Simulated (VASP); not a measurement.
NaI:

```
Na I
1.0
     0.00000    3.65551    3.32638
     3.65551    0.00000    3.32638
     3.65551    3.65551    0.00000
Na I
1 1
Direct
  0.00000 0.00000 0.00000
  0.25000 0.25000 0.25000
```

This cell differs from its parent crystal: epitaxial xy strain +3.2%.

Program: VASP 6.6.1. Alike in all runs: task single point; potentials or basis VASP PAW PBE potentials, release 64 (Na_pv, I); no spin polarisation; cell as given; cutoff (eV) 520.

**Question.** Order these runs on this cell by their band gap on the k mesh, lowest first.
A. level PBE; k mesh 6 × 6 × 6; smearing fermi-dirac 0.02 eV
B. level r2SCAN; k mesh 6 × 6 × 6; smearing gaussian 0.01 eV
C. level HSE06; k mesh 4 × 4 × 4; smearing gaussian 0.01 eV; grid for exact exchange (PRECFOCK) Normal; share of exact exchange 0.25; screening parameter 0.2079 1/Å

**Answer.** A (3.75 eV), B (4.35 eV), C (4.72 eV).

Caveats: spin-orbit coupling is left out, which moves the levels of the heavy elements.
